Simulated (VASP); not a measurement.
# LiTaBe2N3 in VASP: a series of runs, part 2 of 2

VASP 6.6.1.

**3. Single point, PBE**

This run uses another cell than the first one, of 12.48 Å³/atom.

Contents of INCAR:

```
PREC = Accurate
ENCUT = 750
EDIFF = 1E-6
ISMEAR = 0
SIGMA = 0.15
LREAL = F
LASPH = T
NELM = 120
ALGO = Normal
ISIF = 2
LWAVE = F
LCHARG = F
GGA = PE
NBANDS = 26
GGA_COMPAT = F
```

Contents of KPOINTS:

```
Automatic mesh
0
Gamma
  3 3 2
```

Contents of POSCAR:

```
LiTaBe2N3
1.0
    2.8067749007     -2.8082224525      0.0000000000
    2.8067749007      2.8082224525      0.0000000000
    0.0000000000      0.0000000000      5.5414708313
Li Ta Be N
1 1 2 3
Direct
    0.5000000000      0.5000000000      0.0000000000
    0.0000000000      0.0000000000      0.0000000000
    0.5000000000      0.5000000000      0.3348323317
    0.5000000000      0.5000000000      0.6651676683
    0.0000000000      0.5000000000      0.0000000000
    0.5000000000      0.0000000000      0.0000000000
    0.0000000000      0.0000000000      0.5000000000
```

Potentials or basis: VASP PAW PBE potentials, release 64 (Li_sv, Ta_pv, Be, N).

On the command line:

```console
cat potpaw_PBE.64/Li_sv/POTCAR potpaw_PBE.64/Ta_pv/POTCAR potpaw_PBE.64/Be/POTCAR potpaw_PBE.64/N/POTCAR > POTCAR
mpirun -np 1 vasp_std > vasp.out
```

OUTCAR:

```text
PREC = Accurate
   ENCUT = 750
   EDIFF = 1E-6
   ISMEAR = 0
   LREAL = F
   LASPH = T
   NELM = 120
   ISIF = 2
   GGA = PE

 ion  position               nearest neighbor table
   1  0.500  0.500  0.000-   3 1.86   4 1.86   5 1.99   6 1.99   6 1.99   5 1.99   2 2.81   2 2.81
                             2 2.81   2 2.81
   2  0.000  0.000  0.000-   5 1.99   6 1.99   5 1.99   6 1.99   1 2.81   1 2.81   1 2.81   1 2.81

   3  0.500  0.500  0.335-   4 1.83   1 1.86
   4  0.500  0.500  0.665-   3 1.83   1 1.86
   5  0.000  0.500  0.000-   1 1.99   2 1.99   2 1.99   1 1.99
   6  0.500  0.000  0.000-   1 1.99   2 1.99   1 1.99   2 1.99
   7  0.000  0.000  0.500-

  LATTYP: Found a base centered orthorhombic cell.
 ALAT       =     5.6135498014
 B/A-ratio  =     1.0005157349
 C/A-ratio  =     0.9871598235

  Lattice vectors:

 A1 = (   2.8067749007,  -2.8082224525,   0.0000000000)
 A2 = (   2.8067749007,   2.8082224525,   0.0000000000)
 A3 = (   0.0000000000,   0.0000000000,   5.5414708313)

[... 168 lines left out ...]

 val. band max:        2.9242763174   @ k =   0.3333   0.3333   0.0000
 cond. band min:       3.1728732792   @ k =   0.3333   0.0000   0.0000
 fundamental gap:      0.2485969618
 Fermi energy:         3.0104598257

 k-point     1 :       0.0000    0.0000    0.0000
  band No.  band energies     occupation
      1     -42.9351      2.00000
      2     -32.5049      2.00000
      3     -32.3635      2.00000
      4     -32.3630      2.00000
      5     -12.1216      2.00000
      6     -10.9721      2.00000
[... 221 lines left out ...]
     25       7.7422      0.00000
     26       8.1679      0.00000

------------------------ aborting loop because EDIFF is reached ----------------------------------------

  FORCE on cell =-STRESS in cart. coord.  units (eV):
  Direction    XX          YY          ZZ          XY          YZ          ZX
  --------------------------------------------------------------------------------------
  -------------------------------------------------------------------------------------
  Total        0.2992656      0.2630816     -0.0173391      0.0000000      0.0000000      0.0000000
  in kB        5.4887476      4.8251072     -0.3180117      0.0000000      0.0000000      0.0000000
  external PRESSURE =       3.3319477 kB  Pullay stress =       0.0000000 kB

 VOLUME and BASIS-vectors are now :
 -----------------------------------------------------------------------------
  energy-cutoff  :      750.00
  volume of cell :       87.36
      direct lattice vectors                 reciprocal lattice vectors
     2.806774901 -2.808222452  0.000000000     0.178140399 -0.178048573  0.000000000
     2.806774901  2.808222452  0.000000000     0.178140399  0.178048573  0.000000000
     0.000000000  0.000000000  5.541470831     0.000000000  0.000000000  0.180457505

 POSITION                                       TOTAL-FORCE (eV/Angst)
 -----------------------------------------------------------------------------------
      2.80677      0.00000      0.00000        -0.000000      0.000000      0.000000
      0.00000      0.00000      0.00000         0.000000      0.000000      0.000000
      2.80677      0.00000      1.85546        -0.000000      0.000000     -0.005651
      2.80677      0.00000      3.68601        -0.000000      0.000000      0.005651
      1.40339      1.40411      0.00000        -0.000000      0.000000      0.000000
      1.40339     -1.40411      0.00000         0.000000     -0.000000      0.000000
      0.00000      0.00000      2.77074        -0.000000      0.000000      0.000000
 -----------------------------------------------------------------------------------
    total drift:                               -0.000000     -0.000000     -0.000000

  FREE ENERGIE OF THE ION-ELECTRON SYSTEM (eV)
  ---------------------------------------------------
  free  energy   TOTEN  =       -38.4353457585 eV

  energy  without entropy=      -38.4041371064  energy(sigma->0) =      -38.41974143
```

stdout:

```text
POSCAR found type information on POSCAR LiTaBeN
 POSCAR found :  4 types and       7 ions
 scaLAPACK will be used
 LDA part: xc-table for (Slater+PW92), standard interpolation
 POSCAR, INCAR and KPOINTS ok, starting setup
 FFT: planning ... GRIDC
 FFT: planning ... GRID_SOFT
 FFT: planning ... GRID
 WAVECAR not read
 entering main loop
```

It took 42 s on 1 thread of AMD EPYC 7R43 (Zen 3), shared host; peak memory 0.23 GiB.

What came out:

```
Free energy            : -38.4353 eV
Pressure               : 0.3 GPa
Largest force          : 0.006 eV/Å
Band gap on the k mesh : zero (an odd number of electrons rules out a gap without spin polarisation)
```

Forces in eV/Å, atoms in the order of the input:
```
Li   0.000  0.000  0.000
Ta   0.000  0.000  0.000
Be   0.000  0.000 -0.006
Be   0.000  0.000  0.006
N    0.000  0.000  0.000
N    0.000  0.000  0.000
N    0.000  0.000  0.000
```

Stress tensor (GPa, compression positive):
```
 0.55  0.00  0.00
 0.00  0.48  0.00
 0.00  0.00 -0.03
```

Caveat: the k points lie up to 0.57 Å⁻¹ apart, too coarse for converged energies and pressures of a metal; spin-orbit coupling is left out, which moves the levels of the heavy elements.

**4. Single point, PBE**

This run uses another cell than the first one, of 8.46 Å³/atom.

Contents of INCAR:

```
ALGO     = Normal         # electronic algorithm
EDIFF    = 1E-6           # SCF threshold, eV
ENCUT    = 750            # plane-wave cutoff, eV
GGA      = PE             # functional
GGA_COMPAT= F            
ISIF     = 2              # what is computed and relaxed
ISMEAR   = 0              # smearing method
LASPH    = T              # aspherical terms in the spheres
LCHARG   = T              # write CHGCAR
LELF     = T              # ELF
LREAL    = F              # projectors in reciprocal space
LVHAR    = T            
LWAVE    = F              # write WAVECAR
NBANDS   = 26             # bands
NELM     = 120            # most SCF steps
PREC     = Accurate       # precision mode
SIGMA    = 0.15           # smearing width, eV
```

Contents of KPOINTS:

```
k-points
0
Gamma
  4 4 2
```

Contents of POSCAR:

```
LiTaBe2N3
1.0
    2.7507589506      0.0000000000      0.0000000000
    0.0000000000      2.7507589506      0.0000000000
    0.0000000000      0.0000000000      7.8293614891
Li Ta Be N
1 1 2 3
Direct
    0.0000000000      0.0000000000      0.5000000000
    0.5000000000      0.5000000000      0.0000000000
    0.5000000000      0.5000000000      0.6976892294
    0.5000000000      0.5000000000      0.3023107706
    0.0000000000      0.0000000000      0.1659276012
    0.0000000000      0.0000000000      0.8340723988
    0.5000000000      0.5000000000      0.5000000000
```

On the command line:

```console
cat potpaw_PBE.64/Li_sv/POTCAR potpaw_PBE.64/Ta_pv/POTCAR potpaw_PBE.64/Be/POTCAR potpaw_PBE.64/N/POTCAR > POTCAR
mpirun -np 1 vasp_std > vasp.out
```

Run time: 61 s. Hardware: 1 thread of AMD EPYC 7R43 (Zen 3), shared host; peak memory 0.2 GiB.

Results (log left out):

* Free energy: -47.6091 eV
* Pressure: 0.2 GPa
* Largest force: 0.035 eV/Å
* Band gap on the k mesh: zero (an odd number of electrons rules out a gap without spin polarisation)

Forces on the atoms (eV/Å):
```
Li   0.000  0.000  0.000
Ta   0.000  0.000  0.000
Be   0.000  0.000  0.035
Be   0.000  0.000 -0.035
N    0.000  0.000  0.034
N    0.000  0.000 -0.034
N    0.000  0.000  0.000
```

Stress tensor (GPa, compression positive):
```
0.02 0.00 0.00
0.00 0.02 0.00
0.00 0.00 0.45
```

Levels at points of the mesh, in eV from the Fermi level:
```csv
k point,band 13,band 14,band 15,band 16,band 17,band 18,band 19,band 20,band 21,band 22
"(0.00, 0.00, 0.00)",-1.66,-1.25,-1.25,-0.17,-0.17,0.48,3.59,5.25,5.27,6.29
"(0.50, 0.00, 0.00)",-2.44,-2.34,-2.24,-0.06,0.35,2.72,3.25,5.09,5.29,5.91
"(0.50, 0.50, 0.00)",-3.54,-3.47,-3.47,-1.26,-0.70,2.91,2.91,3.57,5.95,7.00
"(0.00, 0.00, 0.50)",-2.30,-0.99,-0.99,-0.38,-0.38,0.79,4.23,5.16,5.27,6.35
"(0.50, 0.00, 0.50)",-2.34,-2.20,-1.72,-0.06,0.34,3.30,3.64,3.87,5.29,5.29
"(0.50, 0.50, 0.50)",-4.13,-4.13,-3.54,-1.26,-0.65,3.55,4.42,4.42,4.45,4.45
```

Caveat: the k points lie up to 0.57 Å⁻¹ apart, too coarse for converged energies and pressures of a metal; spin-orbit coupling is left out, which moves the levels of the heavy elements.

**5. Summary**

```csv
cell,k mesh,gap on the mesh (eV),pressure (GPa),largest force (eV/Å)
"a = 3.501, b = 3.501, c = 5.831 Å, 7 atoms, atomic positions A",3 × 3 × 2,none,-0.2,0.04
"a = 3.970, b = 3.970, c = 5.541 Å, 7 atoms, atomic positions B",3 × 3 × 2,none,0.3,0.01
"a = 2.751, b = 2.751, c = 7.829 Å, 7 atoms, atomic positions C",4 × 4 × 2,none,0.2,0.03
```

Alike in all rows: task single point; level PBE; potentials or basis VASP PAW PBE potentials, release 64 (Li_sv, Ta_pv, Be, N); no spin polarisation; cutoff (eV) 750; smearing gaussian 0.15 eV.

Caveats: all runs use coarse meshes; spin-orbit coupling is left out, which moves the levels of the heavy elements.

Absolute energies hang on the potentials; compare differences alone.

The gap in the log of VASP goes by the Fermi energy; the results here count the filled bands.